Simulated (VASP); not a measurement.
# H2CI2 (Fmm2) in VASP: a series of runs, part 2 of 2

VASP 6.6.1. Earlier steps stand in the parts before.

## 3. Single point, PBEsol (20.88 Å³/atom)

This run uses another cell than the first one, of 20.88 Å³/atom.

INCAR

```
SYSTEM = H2CI2
PREC     = Accurate       ! precision mode
ENCUT    = 600            ! plane-wave cutoff, eV
EDIFF    = 1E-6           ! SCF threshold, eV
ISMEAR   = 0              ! smearing method
SIGMA    = 0.02           ! smearing width, eV
LREAL    = .FALSE.        ! projectors in reciprocal space
LASPH    = .TRUE.         ! aspherical terms in the spheres
NELM     = 120            ! most SCF steps
ALGO     = Normal         ! electronic algorithm
ISIF     = 2              ! what is computed and relaxed
LWAVE    = .FALSE.        ! write WAVECAR
LCHARG   = .TRUE.         ! write CHGCAR
GGA      = PS             ! functional
LELF     = .TRUE.         ! ELF
LVHAR    = .TRUE.       
NBANDS   = 18             ! bands
GGA_COMPAT= .FALSE.
```

KPOINTS

```
Automatic mesh
0
G
  6 6 6
  0 0 0
```

POSCAR

```
H2CI2
1.0
    0.0000000000      6.2875136965      2.3228394612
    3.5743715882      0.0000000000      2.3228394612
    3.5743715882      6.2875136965      0.0000000000
H C I
2 1 2
Direct
    0.7337564137      0.9888473363      0.2662435863
    0.9888473363      0.7337564137      0.0111526637
    0.9929761716      0.9929761716      0.0070238284
    0.3913780771      0.1090620012      0.8909379988
    0.1090620012      0.3913780771      0.6086219229
```

Potentials or basis: VASP PAW PBE potentials, release 64 (H, C, I).

Run with:

```bash
> cat potpaw_PBE.64/H/POTCAR potpaw_PBE.64/C/POTCAR potpaw_PBE.64/I/POTCAR > POTCAR
> mpirun -np 1 vasp_std > vasp.out
```

OUTCAR:

```text
SYSTEM = H2CI2
   PREC = Accurate
   ENCUT = 600
   EDIFF = 1E-6
   ISMEAR = 0
   LREAL = .FALSE.
   LASPH = .TRUE.
   NELM = 120
   ISIF = 2
   GGA = PS

 ion  position               nearest neighbor table
   1  0.734  0.989  0.266-   3 1.10
   2  0.989  0.734  0.011-   3 1.10
   3  0.993  0.993  0.007-   1 1.10   2 1.10   4 2.14   5 2.14
   4  0.391  0.109  0.891-   3 2.14   5 3.55
   5  0.109  0.391  0.609-   3 2.14   4 3.55

  LATTYP: Found a face centered orthorhombic cell.
[... 708 lines left out ...]
  --------------------------------------------------------------------------------------
  -------------------------------------------------------------------------------------
  Total        0.1638699      0.1617475      0.1622000      0.0000000      0.0000000      0.0000000
  in kB        2.5146749      2.4821064      2.4890504      0.0000000      0.0000000      0.0000000
  external PRESSURE =       2.4952772 kB  Pullay stress =       0.0000000 kB

 VOLUME and BASIS-vectors are now :
 -----------------------------------------------------------------------------
  energy-cutoff  :      600.00
  volume of cell :      104.41
      direct lattice vectors                 reciprocal lattice vectors
     0.000000000  6.287513696  2.322839461    -0.139884729  0.079522690  0.215253791
     3.574371588  0.000000000  2.322839461     0.139884729 -0.079522690  0.215253791
     3.574371588  6.287513696  0.000000000     0.139884729  0.079522690 -0.215253791

 POSITION                                       TOTAL-FORCE (eV/Angst)
 -----------------------------------------------------------------------------------
      4.48616      6.28751      4.00133         0.024640     -0.000000     -0.017959
      2.66258      6.28751      4.00133        -0.024640     -0.000000     -0.017959
      3.57437      6.28751      4.61305         0.000000     -0.000000      0.034293
      3.57437      8.06258      1.16244         0.000000      0.003065      0.000812
      3.57437      4.51245      1.16244         0.000000     -0.003065      0.000812
 -----------------------------------------------------------------------------------
    total drift:                               -0.000000     -0.000002     -0.000037

  FREE ENERGIE OF THE ION-ELECTRON SYSTEM (eV)
  ---------------------------------------------------
  free  energy   TOTEN  =       -19.2753101611 eV

  energy  without entropy=      -19.2753101611  energy(sigma->0) =      -19.27531016
```

OSZICAR:

```text
N       E                     dE             d eps       ncg     rms          rms(c)
DAV:   1     0.909470651727E+02    0.90947E+02   -0.85888E+03  1656   0.103E+03
DAV:   2    -0.127835353522E+02   -0.10373E+03   -0.10000E+03  2164   0.155E+02
DAV:   3    -0.208091615938E+02   -0.80256E+01   -0.79819E+01  2032   0.486E+01
DAV:   4    -0.209550153968E+02   -0.14585E+00   -0.14581E+00  2338   0.772E+00
DAV:   5    -0.209570533150E+02   -0.20379E-02   -0.20379E-02  2082   0.794E-01    0.128E+01
DAV:   6    -0.193693757350E+02    0.15877E+01   -0.23088E+00  1944   0.120E+01    0.621E+00
DAV:   7    -0.193130711328E+02    0.56305E-01   -0.10701E+00  1804   0.540E+00    0.362E+00
DAV:   8    -0.192780344265E+02    0.35037E-01   -0.86244E-02  1990   0.171E+00    0.167E+00
DAV:   9    -0.192752142616E+02    0.28202E-02   -0.15952E-02  2138   0.943E-01    0.320E-01
DAV:  10    -0.192752196065E+02   -0.53449E-05   -0.26679E-03  1918   0.340E-01    0.183E-01
DAV:  11    -0.192752682111E+02   -0.48605E-04   -0.36040E-04  2154   0.120E-01    0.697E-02
DAV:  12    -0.192753072993E+02   -0.39088E-04   -0.12238E-04  1830   0.667E-02    0.270E-02
DAV:  13    -0.192753093890E+02   -0.20897E-05   -0.79265E-06  2146   0.188E-02    0.134E-02
DAV:  14    -0.192753101611E+02   -0.77210E-06   -0.26739E-06  1866   0.950E-03
   1 F= -.19275310E+02 E0= -.19275310E+02  d E =-.480645E-22
```

stdout:

```text
POSCAR found type information on POSCAR H C I
 POSCAR found :  3 types and       5 ions
 scaLAPACK will be used
 -----------------------------------------------------------------------------
|                                                                             |
|                                                                             |
|     You enforced a specific xc type in the INCAR file but a different       |
|     I HOPE YOU KNOW WHAT YOU ARE DOING!                                     |
|                                                                             |
 -----------------------------------------------------------------------------

 LDA part: xc-table for (Slater+PW92), standard interpolation
 POSCAR, INCAR and KPOINTS ok, starting setup
 FFT: planning ... GRIDC
 FFT: planning ... GRID_SOFT
 FFT: planning ... GRID
 WAVECAR not read
 entering main loop
```

Wall time 4.6 min (1 thread of Intel Xeon 8259CL, shared host); peak memory 0.39 GiB.

What came out:

```
Free energy            : -19.2753 eV
Pressure               : 0.2 GPa
Largest force          : 0.034 eV/Å
Band gap on the k mesh : 2.61 eV (least direct gap 2.72 eV)
```

Forces on the atoms (eV/Å):
```
H    0.025  0.000 -0.018
H   -0.025  0.000 -0.018
C    0.000  0.000  0.034
I    0.000  0.003  0.001
I    0.000 -0.003  0.001
```

Levels at points of the mesh, in eV from the valence-band top:
| k point | band 6 | band 7 | band 8 | band 9 | band 10 | band 11 | band 12 | band 13 | band 14 | band 15 |
| --- | --- | --- | --- | --- | --- | --- | --- | --- | --- | --- |
| (0.00, 0.00, 0.00) | -3.23 | -1.10 | -0.31 | -0.18 | 0.00 | 3.02 | 4.73 | 5.15 | 5.88 | 7.12 |
| (0.50, 0.00, 0.00) | -3.81 | -1.91 | -1.05 | -0.72 | -0.19 | 3.48 | 4.65 | 5.38 | 6.67 | 7.64 |
| (0.50, 0.50, 0.00) | -3.77 | -2.47 | -1.83 | -0.63 | -0.58 | 2.79 | 3.87 | 6.66 | 7.48 | 8.05 |
| (0.50, 0.00, 0.50) | -3.70 | -1.48 | -0.48 | -0.25 | -0.11 | 2.61 | 4.33 | 6.13 | 6.70 | 6.97 |
| (0.00, 0.50, 0.50) | -3.50 | -1.69 | -1.40 | -1.13 | -0.51 | 3.26 | 4.26 | 6.21 | 6.69 | 6.82 |

Caveat: this functional lacks dispersion, which holds the molecules together, so the pressure and a relaxed volume are unreliable; the PAW data sets were made with another functional, which shifts forces and pressure a little; spin-orbit coupling is left out, which moves the levels of the heavy elements. A k mesh can miss the band edges.

## 4. Single point, PBEsol

This run uses another cell than the first one, of 21.53 Å³/atom.

INCAR

```
SYSTEM = H2CI2
ALGO = Normal
EDIFF = 1E-6
ENCUT = 600
GGA = PS
GGA_COMPAT = .False.
ISIF = 2
ISMEAR = 0
LASPH = .True.
LCHARG = .False.
LREAL = .False.
LWAVE = .False.
NBANDS = 18
NELM = 120
PREC = Accurate
SIGMA = 0.02
```

KPOINTS

```
k-points
0
Gamma
  6 6 6
  0 0 0
```

POSCAR

```
H2CI2
1.0
    0.0000000000      6.3133336175      2.3473768326
    3.6314874790      0.0000000000      2.3473768326
    3.6314874790      6.3133336175      0.0000000000
H C I
2 1 2
Direct
    0.7378962453      0.9888601918      0.2621037547
    0.9888601918      0.7378962453      0.0111398082
    0.9937376573      0.9937376573      0.0062623427
    0.3885096750      0.1070162306      0.8929837694
    0.1070162306      0.3885096750      0.6114903250
```

Run with:

```bash
> cat potpaw_PBE.64/H/POTCAR potpaw_PBE.64/C/POTCAR potpaw_PBE.64/I/POTCAR > POTCAR
> mpirun -np 1 vasp_std > vasp.out
```

Wall time 4.7 min (1 thread of Intel Xeon 8259CL, shared host); peak memory 0.39 GiB.

It converged, with:

```
Free energy            : -19.2778 eV
Pressure               : 0.0 GPa
Largest force          : 0.029 eV/Å
Band gap on the k mesh : 2.66 eV (least direct gap 2.78 eV)
```

Forces on the atoms (eV/Å):
```
H    0.024  0.000 -0.016
H   -0.024  0.000 -0.016
C    0.000  0.000  0.028
I    0.000  0.007  0.003
I    0.000 -0.007  0.003
```

Levels at points of the mesh, in eV from the valence-band top:
| k point | band 8 | band 9 | band 10 | band 11 | band 12 | band 13 |
| --- | --- | --- | --- | --- | --- | --- |
| (0.00, 0.00, 0.00) | -0.29 | -0.14 | 0.00 | 3.05 | 4.76 | 5.12 |
| (0.50, 0.00, 0.00) | -0.97 | -0.67 | -0.16 | 3.52 | 4.68 | 5.45 |
| (0.50, 0.50, 0.00) | -1.73 | -0.56 | -0.52 | 2.87 | 3.96 | 6.77 |
| (0.50, 0.00, 0.50) | -0.44 | -0.22 | -0.12 | 2.66 | 4.36 | 6.16 |
| (0.00, 0.50, 0.50) | -1.28 | -1.05 | -0.44 | 3.30 | 4.32 | 6.30 |

Caveat: this functional lacks dispersion, which holds the molecules together, so the pressure and a relaxed volume are unreliable; the PAW data sets were made with another functional, which shifts forces and pressure a little; spin-orbit coupling is left out, which moves the levels of the heavy elements. A k mesh can miss the band edges.

## 5. Summary

```csv
cell,gap on the mesh (eV),pressure (GPa),largest force (eV/Å)
"a = 6.671, b = 4.201, c = 7.184 Å, angles 65.8, 35.1, 79.2°, 5 atoms, atomic positions A",2.56,0.6,0.02
"a = 6.703, b = 4.263, c = 7.232 Å, angles 65.5, 35.4, 79.1°, 5 atoms, atomic positions B",2.61,0.2,0.03
"a = 6.736, b = 4.324, c = 7.283 Å, angles 65.2, 35.7, 79.1°, 5 atoms, atomic positions C",2.66,0.0,0.03
```

Alike in all rows: task single point; level PBEsol; potentials or basis VASP PAW PBE potentials, release 64 (H, C, I); no spin polarisation; k mesh 6 × 6 × 6; cutoff (eV) 600; smearing gaussian 0.02 eV.

Caveats: this functional lacks dispersion, which holds the molecules together, so the pressure and a relaxed volume are unreliable; the PAW data sets were made with another functional, which shifts forces and pressure a little; spin-orbit coupling is left out, which moves the levels of the heavy elements.

Total energies depend on the potentials used, so only differences within one code and one set of settings carry meaning.
